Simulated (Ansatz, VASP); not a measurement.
**One calculation of Sc, two programs**

```
Sc
1.0
     0.00000    2.30972    2.30972
     2.30972    0.00000    2.30972
     2.30972    2.30972    0.00000
Sc
1
Cartesian
  0.0000 0.0000 0.0000
```

Alike in both runs: task electric field gradients; functional LDA; k mesh 13 × 13 × 13; occupations fermi-dirac, width 0.03 eV; no spin polarisation.

|  | VASP | Ansatz |
| --- | --- | --- |
| version | VASP 6.6.1 | Ansatz 0.2.0 |
| potentials or method | VASP PAW LDA potentials, release 64 (Sc_sv) | PAW with Ansatz's default frozen-core files, scalar-relativistic |
| plane-wave cutoff (eV) | 520 | 420 |
| valence electrons in the cell | 11 | 11 |

```csv
,VASP,Ansatz,Ansatz less VASP
pressure (GPa),-4.9,-4.9,-0.04
```

LDA's correlation is that of Perdew and Zunger in VASP and of Perdew and Wang (1992) in Ansatz.
